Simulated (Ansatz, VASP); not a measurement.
**Be2Cd in VASP and in Ansatz**

```
Be Cd
1.0
     4.80812    0.00000    0.00000
     0.00000    4.80812    0.00000
     0.00000    0.00000    4.43626
Be Cd
4 2
Direct
  0.34839 0.34839 0.00000
  0.15161 0.84839 0.50000
  0.65161 0.65161 0.00000
  0.84839 0.15161 0.50000
  0.00000 0.00000 0.00000
  0.50000 0.50000 0.50000
```

Alike in both runs: functional PBE; k mesh 4 × 4 × 6; occupations gaussian, width 0.1 eV; no spin polarisation.

Ansatz relaxed the structure, and its values are those at the end. VASP's run is a single point on that final structure, the one shown.

```csv
,VASP,Ansatz
version,VASP 6.6.1,Ansatz 0.2.0
potentials or method,"VASP PAW PBE potentials, release 64 (Be, Cd), cutoff 520 eV","scalar-relativistic, plane waves, PAW"
valence electrons in the cell,32,48
```

|  | VASP | Ansatz | Ansatz less VASP |
| --- | --- | --- | --- |
| gap on the k mesh at the Fermi level (eV) | none | none | - |
| pressure (GPa) | 0.1 | 0.0 | -0.17 |
| rms of the force components (eV/Å) | 0.000 | 0.004 | +0.0041 |

A gap of «none» marks a metal or a gap that the smearing closes. The functional is the same, so the differences come from potentials, cutoffs and numerics. VASP's potentials hold 32 valence electrons a cell and Ansatz's 48, so a difference there can come from the potentials and not from the codes.
